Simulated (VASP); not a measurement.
Crystal: LiH.

```
CELL_PARAMETERS angstrom
2.50166 0.00000 0.00000
0.00000 2.50166 0.00000
0.00000 0.00000 2.50166
ATOMIC_POSITIONS crystal
Li 0.00000 0.00000 0.00000
H 0.50000 0.50000 0.50000
```

Base run:

* Program: VASP 6.6.1
* Functional: PBE0
* Potentials or basis: VASP PAW PBE potentials, release 64 (Li_sv, H)
* Cutoff: 520 eV
* k mesh: 6 × 6 × 6
* Occupations: gaussian, width 0.01 eV
* Spin: no spin polarisation

Its results: band gap on the k mesh 2.18 eV, indirect (least direct gap 6.01 eV).

The run is repeated on the same cell with these changes: functional from PBE0 to PBE. What comes out?

Band gap on the k mesh 0.72 eV, indirect (least direct gap 4.20 eV).

PBE0 gives the wider gap, since exact exchange removes part of the self-interaction.

A k mesh can miss the band edges.
